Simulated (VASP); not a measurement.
Runs of VASP 6.6.1 on SrTe. The structure is that of space group Fm-3m (No. 225), or close to it. The cells are those of the table. 

| spin | cell | k mesh | pressure (GPa) | moment (μB) |
| --- | --- | --- | --- | --- |
| non-collinear, zero start, SOC | a = 4.575 Å, angles 60.0°, 2 atoms | 6 × 6 × 6 | 2.8 | 0.00 |
| non-collinear, zero start, SOC | a = 4.513 Å, angles 60.0°, 2 atoms | 6 × 6 × 6 | 4.8 | 0.00 |
| non-collinear, zero start, SOC | a = 4.650 Å, angles 60.0°, 2 atoms | 6 × 6 × 6 | (a) | 0.00 |
| non-collinear, zero start, SOC | a = 4.575 Å, angles 60.0°, 2 atoms | 8 × 8 × 8 | 2.7 | 0.00 |
| off | a = 4.575 Å, angles 60.0°, 2 atoms | 10 × 10 × 10 | 2.7 | - |

Alike in all rows: task single point; level PBEsol; potentials or basis VASP PAW PBE potentials, release 64 (Sr_sv, Te); cutoff (eV) 500; smearing gaussian 0.05 eV.

**Question.** Fill in the values left out.

**Answer.** (a) 0.7.

Caveats: the PAW data sets were made with another functional, which shifts forces and pressure a little.
